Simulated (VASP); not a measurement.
# C (Fd-3m) in VASP: a series of runs, part 2 of 2

VASP 6.6.1.

## 5. Single point, PBEsol

The input, INCAR:

```
SYSTEM = C
PREC = Accurate
ENCUT = 910
EDIFF = 1E-6
ISMEAR = 0
SIGMA = 0.02
LREAL = .FALSE.
LASPH = .TRUE.
NELM = 120
ALGO = Normal
ISIF = 2
LWAVE = .FALSE.
LCHARG = .TRUE.
GGA = PS
LELF = .TRUE.
LVHAR = .TRUE.
NBANDS = 11
GGA_COMPAT = .FALSE.
```

The input, KPOINTS:

```
regular mesh
0
G
  12 12 12
  0 0 0
```

The input, POSCAR:

```
C
1.0
    0.0000000000      1.7769267971      1.7769267971
    1.7769267971      0.0000000000      1.7769267971
    1.7769267971      1.7769267971      0.0000000000
C
2
Direct
    0.0000000000      0.0000000000      0.0000000000
    0.2500000000      0.2500000000      0.2500000000
```

Potentials or basis: VASP PAW PBE potentials, release 64 (C_h).

Launch:

```console
cat potpaw_PBE.64/C_h/POTCAR > POTCAR
mpirun -np 1 vasp_std > vasp.out
```

OUTCAR:

```text
SYSTEM = C
   PREC = Accurate
   ENCUT = 910
   EDIFF = 1E-6
   ISMEAR = 0
   LREAL = .FALSE.
   LASPH = .TRUE.
   NELM = 120
   ISIF = 2
   GGA = PS

 ion  position               nearest neighbor table
   1  0.000  0.000  0.000-
   2  0.250  0.250  0.250-

  LATTYP: Found a face centered cubic cell.
 ALAT       =     3.5538535942

  Lattice vectors:

 A1 = (   0.0000000000,   1.7769267971,   1.7769267971)
 A2 = (   1.7769267971,   0.0000000000,   1.7769267971)
 A3 = (   1.7769267971,   1.7769267971,   0.0000000000)

Analysis of symmetry for initial positions (statically):
=====================================================================
 Subroutine PRICEL returns:
 Original cell was already a primitive cell.

 Routine SETGRP: Setting up the symmetry group for a
 face centered cubic supercell.

 Subroutine GETGRP returns: Found 48 space group operations
 (whereof 24 operations were pure point group operations)
 out of a pool of 48 trial point group operations.

The static configuration has the point symmetry T_d .
 The point group associated with its full space group is O_h .

Analysis of symmetry for dynamics (positions and initial velocities):
=====================================================================
 Subroutine PRICEL returns:
 Original cell was already a primitive cell.

 Routine SETGRP: Setting up the symmetry group for a
 face centered cubic supercell.

 Subroutine GETGRP returns: Found 48 space group operations
 (whereof 24 operations were pure point group operations)
 out of a pool of 48 trial point group operations.

The dynamic configuration has the point symmetry T_d .
 The point group associated with its full space group is O_h .

 Subroutine INISYM returns: Found 48 space group operations
 (whereof 24 operations are pure point group operations),
 and found     1 'primitive' translations

----------------------------------------------------------------------------------------

                                     Primitive cell

  volume of cell :      11.2212

  direct lattice vectors                    reciprocal lattice vectors
     0.000000000  1.776926797  1.776926797    -0.281384692  0.281384692  0.281384692
     1.776926797  0.000000000  1.776926797     0.281384692 -0.281384692  0.281384692
     1.776926797  1.776926797  0.000000000     0.281384692  0.281384692 -0.281384692

  length of vectors
     2.512953976  2.512953976  2.512953976     0.487372583  0.487372583  0.487372583

  position of ions in fractional coordinates (direct lattice)
     0.000000000  0.000000000  0.000000000
     0.250000000  0.250000000  0.250000000

  ion indices of the primitive-cell ions
   primitive index   ion index
                 1           1
                 2           2

----------------------------------------------------------------------------------------

 KPOINTS: regular mesh

Automatic generation of k-mesh.
 Grid dimensions read from file:
 generate k-points for:   12   12   12

 Generating k-lattice:

[... 22 lines left out ...]
  0.333333  0.000000  0.000000      8.000000
  0.416667  0.000000  0.000000      8.000000
[... 16 lines left out ...]
  0.500000  0.166667  0.000000     24.000000
 -0.416667  0.166667  0.000000     24.000000
 [... further k-points ...]
   k-points           NKPTS =     72   k-points in BZ     NKDIM =     72   number of bands    NBANDS=     11
   number of dos      NEDOS =    301   number of ions     NIONS =      2
   total plane-waves  NPLWV =  21952
   dimension x,y,z NGX =    28 NGY =   28 NGZ =   28
   dimension x,y,z NGXF=    56 NGYF=   56 NGZF=   56
   ions per type =               2
   NGX,Y,Z   is equivalent  to a cutoff of  18.52, 18.52, 18.52 a.u.
   NGXF,Y,Z  is equivalent  to a cutoff of  37.05, 37.05, 37.05 a.u.
 SYSTEM =  C
   PREC   = accura    normal or accurate (medium, high low for compatibility)
   ISTART =      0    job   : 0-new  1-cont  2-samecut
   ICHARG =      2    charge: 1-file 2-atom 10-const
   ISPIN  =      1    spin polarized calculation?
   LNONCOLLINEAR =      F non collinear calculations
   LSORBIT =      F    spin-orbit coupling
   LASPH  =      T    aspherical Exc in radial PAW
   ENCUT  =  910.0 eV  66.88 Ry    8.18 a.u.   6.18  6.18  6.18*2*pi/ulx,y,z
   NELM   =    120;   NELMIN=  2; NELMDL= -5     # of ELM steps
   EDIFF  = 0.1E-05   stopping-criterion for ELM
   LREAL  =      F    real-space projection
   EDIFFG = 0.1E-04   stopping-criterion for IOM
   NSW    =      0    number of steps for IOM
   IBRION =     -1    ionic relax: 0-MD 1-quasi-New 2-CG
   NFREE  =      0    steps in history (QN), initial steepest desc. (CG)
   ISIF   =      2    stress and relaxation
   ISYM   =      2    0-nonsym 1-usesym 2-fastsym
   POTIM  = 0.5000    time-step for ionic-motion
   TEBEG  =    0.0;   TEEND  =   0.0 temperature during run
   PSTRESS=    0.0 pullay stress
   NELECT =       8.0000    total number of electrons
   NUPDOWN=      -1.0000    fix difference up-down
   EMIN   =  10.00;   EMAX   =-10.00  energy-range for DOS
   EFERMI =   0.00;   METHOD = LEGACY
   ISMEAR =     0;   SIGMA  =   0.02  broadening in eV -4-tet -1-fermi 0-gaus
   EFERMI_NEDOS =   21; number of points for ismear=-14 and -15
   IALGO  =     38    algorithm
   IMIX   =      4    mixing-type and parameters
     AMIX     =   0.40;   BMIX     =  1.00
     AMIX_MAG =   1.60;   BMIX_MAG =  1.00
  volume/ion in A,a.u.               =       5.61        37.86
  Fermi-wavevector in a.u.,A,eV,Ry     =   1.462487  2.763699 29.101061  2.138868
  Thomas-Fermi vector in A             =   2.578694
   LORBIT       =      0    0 simple, 1 ext, 2 COOP (PROOUT), +10 PAW based schemes
   GGA     = PS    functional components
   LHFCALC =     F    Hartree Fock is set to
   AEXX    =    0.0000 exact exchange contribution
   IVDW    =     0    specifies the selected vdW correction
   LEPSILON=     F    determine dielectric tensor
   LRPA    =     F    only Hartree local field effects (RPA)
 non-spin polarized calculation
 Gauss-broadening in eV      SIGMA  =   0.02
  energy-cutoff  :      910.00
  volume of cell :       11.22
 maximum number of plane-waves:       725
 NGX is ok and might be reduce to    28
   NGX = 13   NGY = 13   NGZ = 13

 number of electron       8.0000000 magnetization

 Free energy of the ion-electron system (eV)
  ---------------------------------------------------
  ext. energy  EPLUGINS =         0.00000000
  ---------------------------------------------------
  free energy    TOTEN  =       -19.27633569 eV

  energy without entropy =      -19.27633569  energy(sigma->0) =      -19.27633569

 E-fermi :  11.2465     XC(G=0): -13.6283

 val. band max:       11.0897334874   @ k =   0.0000   0.0000   0.0000
 cond. band min:      15.1551287287   @ k =   0.3333   0.3333   0.0000
 fundamental gap:      4.0653952413
 Fermi energy:        11.2465444339

 k-point     1 :       0.0000    0.0000    0.0000
  band No.  band energies     occupation
      1     -10.5756      2.00000
      2      11.0897      2.00000
      3      11.0897      2.00000
      4      11.0897      2.00000
      5      16.6646      0.00000
      6      16.6646      0.00000
      7      16.6646      0.00000
      8      24.7134      0.00000
      9      30.1933      0.00000
     10      37.6458      0.00000
     11      37.6458      0.00000
[... 309 lines left out ...]
 k-point    24 :      -0.4167    0.1667    0.0000
  band No.  band energies     occupation
      1      -4.2836      2.00000
      2      -1.6185      2.00000
      3       5.5468      2.00000
      4       7.4472      2.00000
      5      18.5614      0.00000
      6      21.3352      0.00000
      7      22.4118      0.00000
      8      26.5580      0.00000
      9      30.4334      0.00000
     10      35.2149      0.00000
     11      35.6896      0.00000

 [... further k-points ...]

------------------------ aborting loop because EDIFF is reached ----------------------------------------

  FORCE on cell =-STRESS in cart. coord.  units (eV):
  Direction    XX          YY          ZZ          XY          YZ          ZX
  --------------------------------------------------------------------------------------
  -------------------------------------------------------------------------------------
  Total       -0.0014630     -0.0014630     -0.0014630      0.0000000     -0.0000000      0.0000000
  in kB       -0.2088910     -0.2088910     -0.2088910      0.0000000     -0.0000000      0.0000000
  external PRESSURE =      -0.2088910 kB  Pullay stress =       0.0000000 kB

 VOLUME and BASIS-vectors are now :
 -----------------------------------------------------------------------------
  energy-cutoff  :      910.00
  volume of cell :       11.22
      direct lattice vectors                 reciprocal lattice vectors
     0.000000000  1.776926797  1.776926797    -0.281384692  0.281384692  0.281384692
     1.776926797  0.000000000  1.776926797     0.281384692 -0.281384692  0.281384692
     1.776926797  1.776926797  0.000000000     0.281384692  0.281384692 -0.281384692

 POSITION                                       TOTAL-FORCE (eV/Angst)
 -----------------------------------------------------------------------------------
      0.00000      0.00000      0.00000        -0.000000     -0.000000     -0.000000
      0.88846      0.88846      0.88846         0.000000      0.000000      0.000000
 -----------------------------------------------------------------------------------
    total drift:                                0.000000      0.000000      0.000000

  FREE ENERGIE OF THE ION-ELECTRON SYSTEM (eV)
  ---------------------------------------------------
  free  energy   TOTEN  =       -19.2763356950 eV

  energy  without entropy=      -19.2763356950  energy(sigma->0) =      -19.27633569
```

OSZICAR:

```text
N       E                     dE             d eps       ncg     rms          rms(c)
DAV:   1     0.108850800598E+02    0.10885E+02   -0.67479E+03  1584   0.111E+03
DAV:   2    -0.188685217785E+02   -0.29754E+02   -0.28138E+02  2247   0.168E+02
DAV:   3    -0.199296408583E+02   -0.10611E+01   -0.10574E+01  1929   0.256E+01
DAV:   4    -0.199324099120E+02   -0.27691E-02   -0.27689E-02  1730   0.147E+00
DAV:   5    -0.199324128198E+02   -0.29078E-05   -0.29078E-05  1844   0.507E-02    0.475E+00
DAV:   6    -0.194466178392E+02    0.48579E+00   -0.24602E-01  1661   0.344E+00    0.258E+00
DAV:   7    -0.192756411702E+02    0.17098E+00   -0.29959E-01  1757   0.381E+00    0.330E-01
DAV:   8    -0.192763100460E+02   -0.66888E-03   -0.74446E-03  1671   0.786E-01    0.259E-02
DAV:   9    -0.192763285575E+02   -0.18511E-04   -0.15824E-05  1907   0.396E-02    0.157E-02
DAV:  10    -0.192763359622E+02   -0.74047E-05   -0.42340E-06  1746   0.184E-02    0.218E-03
DAV:  11    -0.192763356950E+02    0.26717E-06   -0.11305E-07   964   0.329E-03
   1 F= -.19276336E+02 E0= -.19276336E+02  d E =-.392736E-31
```

stdout:

```text
POSCAR found type information on POSCAR C
 POSCAR found :  1 types and       2 ions
 scaLAPACK will be used
 -----------------------------------------------------------------------------
|                                                                             |
|                                                                             |
|     You enforced a specific xc type in the INCAR file but a different       |
|     I HOPE YOU KNOW WHAT YOU ARE DOING!                                     |
|                                                                             |
 -----------------------------------------------------------------------------

 LDA part: xc-table for (Slater+PW92), standard interpolation
 POSCAR, INCAR and KPOINTS ok, starting setup
 FFT: planning ... GRIDC
 FFT: planning ... GRID_SOFT
 FFT: planning ... GRID
 WAVECAR not read
 entering main loop
```

Wall time 12 s (1 thread of AMD EPYC 9R45 (Zen 5), shared host); peak memory 0.12 GiB.

What came out:

```
Free energy            : -19.2763 eV
Pressure               : 0.0 GPa
Band gap on the k mesh : 4.07 eV, indirect (least direct gap 5.57 eV)
```

Caveat: the cutoff is under 1.25 times the usual one of these potentials, so pressure, stress and relaxed cells hold a basis-set (Pulay) error; the PAW data sets were made with another functional, which shifts forces and pressure a little.

## 6. Overview

| task | potentials or basis | cell | k mesh | cutoff (eV) | smearing | second run | gap on the mesh (eV) | pressure (GPa) |
| --- | --- | --- | --- | --- | --- | --- | --- | --- |
| relaxation of cell and atoms | VASP PAW PBE potentials, release 64 (C) | relaxed from a = 2.513 Å, angles 60.0°, 2 atoms | 12 × 12 × 12 | 600 | gaussian 0.02 eV | - | 4.06 | 0.0 |
| single point | VASP PAW PBE potentials, release 64 (C_h) | a = 2.513 Å, angles 60.0°, 2 atoms | 12 × 12 × 12 | 910 | gaussian 0.02 eV | hard_potentials | 4.07 | 0.0 |
| single point | VASP PAW PBE potentials, release 64 (C_h) | a = 2.513 Å, angles 60.0°, 2 atoms | 8 × 8 × 8 | 910 | gaussian 0.1 eV | hard_potentials | 4.03 | 0.0 |

Alike in all rows: level PBEsol; no spin polarisation.

Caveats: the PAW data sets were made with another functional, which shifts forces and pressure a little; the cutoff is under 1.25 times the usual one of these potentials, so pressure, stress and relaxed cells hold a basis-set (Pulay) error (some runs).

Absolute energies hang on the potentials; compare differences alone.
